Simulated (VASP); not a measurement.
# AlNi (Cmmm) in VASP: further runs, part 3 of 3

VASP 6.6.1. The steps go on from the part before.

### 5 Single point, PBEsol, collinear spin, ferromagnetic start

This run uses another cell than the first one, of 12.44 Å³/atom.

Input file INCAR:

```
SYSTEM = AlNi
PREC = Accurate
ENCUT = 520
EDIFF = 1E-7
ISMEAR = -1
SIGMA = 0.05
LREAL = .FALSE.
LASPH = .TRUE.
NELM = 150
ALGO = Normal
ISIF = 2
LWAVE = .FALSE.
LCHARG = .TRUE.
ISPIN = 2
MAGMOM = 1 0
LORBIT = 11
LMAXMIX = 4
GGA = PS
LELF = .TRUE.
LVHAR = .TRUE.
NBANDS = 18
```

Input file KPOINTS:

```
Automatic mesh
0
G
  10 10 9
  0 0 0
```

Input file POSCAR:

```
AlNi
1.0
    1.9767172612     -1.9914977216      0.0000000000
    1.9767172612      1.9914977216      0.0000000000
    0.0000000000      0.0000000000      3.1602186123
Ni Al
1 1
Direct
    0.5000000000      0.5000000000      0.5000000000
    0.0000000000      0.0000000000      0.0000000000
```

Potentials or basis: VASP PAW PBE potentials, release 64 (Ni, Al).

The run is started by

```
$ cat potpaw_PBE.64/Ni/POTCAR potpaw_PBE.64/Al/POTCAR > POTCAR
$ mpirun -np 1 vasp_std > vasp.out
```

OUTCAR:

```text
SYSTEM = AlNi
   PREC = Accurate
   ENCUT = 520
   EDIFF = 1E-7
   ISMEAR = -1
   LREAL = .FALSE.
   LASPH = .TRUE.
   NELM = 150
   ISIF = 2
   ISPIN = 2
   LORBIT = 11
   GGA = PS

 ion  position               nearest neighbor table
   1  0.500  0.500  0.500-   2 2.53   2 2.53   2 2.53   2 2.53   2 2.54   2 2.54   2 2.54   2 2.54

   2  0.000  0.000  0.000-   1 2.53   1 2.53   1 2.53   1 2.53   1 2.54   1 2.54   1 2.54   1 2.54

  LATTYP: Found a base centered orthorhombic cell.
 ALAT       =     3.9534345224
 B/A-ratio  =     1.0074772759
 C/A-ratio  =     0.7993603016

  Lattice vectors:

 A1 = (   1.9767172612,  -1.9914977216,   0.0000000000)
 A2 = (   1.9767172612,   1.9914977216,   0.0000000000)
 A3 = (   0.0000000000,   0.0000000000,   3.1602186123)

Analysis of symmetry for initial positions (statically):
=====================================================================
 Subroutine PRICEL returns:
 Original cell was already a primitive cell.

 Routine SETGRP: Setting up the symmetry group for a
 base centered orthorhombic supercell.

 Subroutine GETGRP returns: Found  8 space group operations
 (whereof  8 operations were pure point group operations)
 out of a pool of  8 trial point group operations.

The static configuration has the point symmetry D_2h.

Analysis of symmetry for dynamics (positions and initial velocities):
=====================================================================
 Subroutine PRICEL returns:
 Original cell was already a primitive cell.

 Routine SETGRP: Setting up the symmetry group for a
 base centered orthorhombic supercell.

 Subroutine GETGRP returns: Found  8 space group operations
 (whereof  8 operations were pure point group operations)
 out of a pool of  8 trial point group operations.

The dynamic configuration has the point symmetry D_2h.

Analysis of structural, dynamic, and magnetic symmetry:
=====================================================================
[... 154 lines left out ...]
  ext. energy  EPLUGINS =         0.00000000
  ---------------------------------------------------
  free energy    TOTEN  =       -11.51020939 eV

  energy without entropy =      -11.50254486  energy(sigma->0) =      -11.50637713

 E-fermi :   9.3720     XC(G=0): -11.9749

 val. band max:        9.3571438354   @ k =  -0.4000   0.2000   0.1111
 cond. band min:       9.4168417841   @ k =   0.4000   0.3000   0.1111
 fundamental gap:      0.0596979486
 Fermi energy:         9.3720280781

 spin component 1

 k-point     1 :       0.0000    0.0000    0.0000
  band No.  band energies     occupation
      1      -1.4728      1.00000
      2       6.2416      1.00000
      3       6.3722      1.00000
      4       7.8487      1.00000
      5       7.8666      1.00000
      6       8.1390      1.00000
[... 493 lines left out ...]
     17      31.6796      0.00000
     18      32.5002      0.00000

 [... further k-points ...]

 spin component 2

 k-point     1 :       0.0000    0.0000    0.0000
  band No.  band energies     occupation
      1      -1.4728      1.00000
      2       6.2416      1.00000
      3       6.3722      1.00000
      4       7.8488      1.00000
      5       7.8666      1.00000
      6       8.1391      1.00000
[... 493 lines left out ...]
     17      31.6796      0.00000
     18      32.5002      0.00000

 [... further k-points ...]

------------------------ aborting loop because EDIFF is reached ----------------------------------------

  FORCE on cell =-STRESS in cart. coord.  units (eV):
  Direction    XX          YY          ZZ          XY          YZ          ZX
  --------------------------------------------------------------------------------------
  -------------------------------------------------------------------------------------
  Total       -0.8611527     -1.0790623     -1.9388415     -0.0000000      0.0000000      0.0000000
  in kB      -55.4522583    -69.4841272   -124.8479477     -0.0000000      0.0000000      0.0000000
  external PRESSURE =     -83.2614444 kB  Pullay stress =       0.0000000 kB

 VOLUME and BASIS-vectors are now :
 -----------------------------------------------------------------------------
  energy-cutoff  :      520.00
  volume of cell :       24.88
      direct lattice vectors                 reciprocal lattice vectors
     1.976717261 -1.991497722  0.000000000     0.252944622 -0.251067322  0.000000000
     1.976717261  1.991497722  0.000000000     0.252944622  0.251067322  0.000000000
     0.000000000  0.000000000  3.160218612     0.000000000  0.000000000  0.316433805

 POSITION                                       TOTAL-FORCE (eV/Angst)
 -----------------------------------------------------------------------------------
      1.97672      0.00000      1.58011        -0.000000      0.000000      0.000000
      0.00000      0.00000      0.00000         0.000000     -0.000000      0.000000
 -----------------------------------------------------------------------------------
    total drift:                                0.000000      0.000000     -0.000000

  FREE ENERGIE OF THE ION-ELECTRON SYSTEM (eV)
  ---------------------------------------------------
  free  energy   TOTEN  =       -11.5102093929 eV

  energy  without entropy=      -11.5025448611  energy(sigma->0) =      -11.50637713

 total charge

# of ion       s       p       d       tot
------------------------------------------
    1        0.467   0.486   8.454   9.406
    2        0.382   0.398   0.000   0.780
--------------------------------------------------
tot          0.848   0.884   8.454  10.186

 magnetization (x)

# of ion       s       p       d       tot
------------------------------------------
    1        0.000   0.000   0.000   0.000
    2       -0.000  -0.000   0.000  -0.000
--------------------------------------------------
tot          0.000   0.000   0.000   0.000
```

OSZICAR:

```text
N       E                     dE             d eps       ncg     rms          rms(c)
DAV:   1     0.432683342035E+02    0.43268E+02   -0.52888E+03 11424   0.786E+02
DAV:   2    -0.104850880586E+02   -0.53753E+02   -0.47307E+02 12088   0.160E+02
DAV:   3    -0.130735034469E+02   -0.25884E+01   -0.25267E+01 13406   0.361E+01
DAV:   4    -0.131068482811E+02   -0.33345E-01   -0.33319E-01 13022   0.364E+00
DAV:   5    -0.131075979642E+02   -0.74968E-03   -0.74962E-03 13162   0.596E-01    0.132E+01
DAV:   6    -0.159099363249E+02   -0.28023E+01   -0.51695E+01 12526   0.820E+01    0.186E+01
DAV:   7    -0.115603570865E+02    0.43496E+01   -0.14301E+01 12586   0.474E+01    0.189E+00
DAV:   8    -0.115240980465E+02    0.36259E-01   -0.44322E-01 14886   0.626E+00    0.107E+00
DAV:   9    -0.115102951859E+02    0.13803E-01   -0.50396E-02 13754   0.209E+00    0.498E-01
DAV:  10    -0.115102728834E+02    0.22302E-04   -0.11982E-03 15016   0.312E-01    0.192E-01
DAV:  11    -0.115102071706E+02    0.65713E-04   -0.16835E-03 14580   0.355E-01    0.659E-02
DAV:  12    -0.115102110249E+02   -0.38542E-05   -0.13170E-04 14748   0.107E-01    0.322E-02
DAV:  13    -0.115102102164E+02    0.80849E-06   -0.36090E-06 14098   0.162E-02    0.171E-02
DAV:  14    -0.115102094428E+02    0.77362E-06   -0.26172E-06 14724   0.188E-02    0.389E-03
DAV:  15    -0.115102093929E+02    0.49862E-07   -0.23445E-07  7276   0.425E-03
   1 F= -.11510209E+02 E0= -.11506377E+02  d E =-.766453E-02  mag=    -0.0000
```

stdout:

```text
POSCAR found type information on POSCAR NiAl
 POSCAR found :  2 types and       2 ions
 scaLAPACK will be used
 -----------------------------------------------------------------------------
|                                                                             |
|                                                                             |
|     You enforced a specific xc type in the INCAR file but a different       |
|     I HOPE YOU KNOW WHAT YOU ARE DOING!                                     |
|                                                                             |
 -----------------------------------------------------------------------------

 LDA part: xc-table for (Slater+PW92), standard interpolation
 POSCAR, INCAR and KPOINTS ok, starting setup
 FFT: planning ... GRIDC
 FFT: planning ... GRID_SOFT
 FFT: planning ... GRID
 WAVECAR not read
 entering main loop
```

Wall time 3 min (1 thread of Intel Xeon 8259CL, shared host); peak memory 0.23 GiB.

Results:

```yaml
Free_energy: -11.5102 eV
Pressure: -8.3 GPa
Net_moment: 0.00 μB per cell
Valence_electrons_inside_the_program's_atomic_spheres: Ni 9.41; Al 0.78
```

Levels at points of the mesh, in eV from the Fermi level:
Spin up:
```csv
k point,band 5,band 6,band 7,band 8,band 9,band 10
"(0.00, 0.00, 0.00)",-1.51,-1.23,2.82,6.74,6.79,6.97
"(0.50, 0.00, 0.00)",-1.90,-1.40,-0.33,7.60,7.85,8.91
"(0.50, 0.50, 0.00)",-2.24,-2.17,-0.77,2.10,2.99,10.27
```
Spin down:
| k point | band 5 | band 6 | band 7 | band 8 | band 9 | band 10 |
| --- | --- | --- | --- | --- | --- | --- |
| (0.00, 0.00, 0.00) | -1.51 | -1.23 | 2.82 | 6.74 | 6.79 | 6.97 |
| (0.50, 0.00, 0.00) | -1.90 | -1.40 | -0.33 | 7.60 | 7.85 | 8.91 |
| (0.50, 0.50, 0.00) | -2.24 | -2.17 | -0.77 | 2.10 | 2.99 | 10.27 |

Caveat: the stress differs along the axes, from -12 to -6 GPa; the moments typed at the start vanished in this run; the PAW data sets were made with another functional, which shifts forces and pressure a little.

### 6 The runs side by side

| cell | gap on the mesh (eV) | pressure (GPa) | moment (μB) |
| --- | --- | --- | --- |
| a = 2.734, b = 2.734, c = 3.079 Å, angles 90.0, 90.0, 90.4°, 2 atoms | none | 4.4 | 0.00 |
| a = 2.770, b = 2.770, c = 3.120 Å, angles 90.0, 90.0, 90.4°, 2 atoms | none | -2.7 | 0.00 |
| a = 2.788, b = 2.788, c = 3.140 Å, angles 90.0, 90.0, 90.4°, 2 atoms | none | -5.7 | 0.00 |
| a = 2.806, b = 2.806, c = 3.160 Å, angles 90.0, 90.0, 90.4°, 2 atoms | none | -8.3 | 0.00 |

Alike in all rows: task single point; level PBEsol; potentials or basis VASP PAW PBE potentials, release 64 (Ni, Al); spin collinear, ferromagnetic start; k mesh 10 × 10 × 9; cutoff (eV) 520; smearing fermi-dirac 0.05 eV.

Caveats: the moments typed at the start vanished in this run; the PAW data sets were made with another functional, which shifts forces and pressure a little; the stress differs along the axes, from -1 to 8 GPa (at least some runs); the stress differs along the axes, from -7 to 0 GPa (at least some runs); the stress differs along the axes, from -10 to -3 GPa (at least some runs); the stress differs along the axes, from -12 to -6 GPa (at least some runs).

Total energies depend on the potentials used, so only differences within one code and one set of settings carry meaning.

The gap in the log of VASP goes by the Fermi energy; the results here count the filled bands.